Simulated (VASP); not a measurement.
Write the native input for VASP 6.6.1 that does the following.

```
Task                   : single point
Functional             : PBE
Potentials or basis    : VASP PAW PBE potentials, release 64 (Mn_pv, O)
Cutoff                 : 520 eV
k mesh                 : 5 × 8 × 7
Occupations            : gaussian, width 0.1 eV
Spin                   : collinear spin, antiferromagnetic start
Starting moments       : [4.62, -4.62, 0.08, -0.08] μB
Hubbard terms          : Mn d U = 2.3 eV
Dipole correction      : no
Further INCAR settings : ALGO = Normal; EDIFF = 1e-06; NBANDS = 31; ISYM = 0
```

The structure of MnO lies in POSCAR:

```
MnO
1.0
   -2.2075000000     -4.4150000000     -2.2075000000
   -2.2075000000      0.0000000000     -2.2075000000
    2.2075000000      0.0000000000     -2.2075000000
Mn O
2 2
Direct
    0.0000000000      0.0000000000      0.0000000000
    0.5000000000      0.0000000000      0.5000000000
    0.0000000000      0.5000000000      0.5000000000
    0.5000000000      0.5000000000      0.0000000000
```

One way to write it, as run:

INCAR

```
PREC = Accurate
ENCUT = 520
EDIFF = 1E-6
ISMEAR = 0
SIGMA = 0.1
LREAL = False
LASPH = True
NELM = 150
ALGO = Normal
ISIF = 2
LWAVE = False
LCHARG = True
ISPIN = 2
MAGMOM = 4.62 -4.62 0.08 -0.08
LORBIT = 11
LMAXMIX = 4
LDAU = True
LDAUTYPE = 2
LDAUL = 2 -1
LDAUU = 2.3 0
LDAUJ = 0 0
LDAUPRINT = 1
GGA = PE
LELF = True
LVHAR = True
NBANDS = 31
ISYM = 0
```

KPOINTS

```
regular mesh
0
Gamma
  5 8 7
```

Potentials or basis: VASP PAW PBE potentials, release 64 (Mn_pv, O).

Launch:

```sh
$ cat potpaw_PBE.64/Mn_pv/POTCAR potpaw_PBE.64/O/POTCAR > POTCAR
$ mpirun -np 1 vasp_std > vasp.out
```

It gave:

* Pressure: 8.0 GPa
* Band gap on the k mesh: 0.45 eV
* Net moment: 0.00 μB per cell
* Site moments: Mn +4.54, -4.54; O +0.07, -0.07 μB
* Valence electrons inside the program's atomic spheres: Mn 11.36; O 5.01

Caveat: the cell stands under pressure.

Run time: 4.9 min on 1 thread of Intel(R) Xeon(R) Platinum 8259CL CPU @ 2.50GHz (Skylake/Cascade Lake) (shared host), peak memory 0.36 GiB.
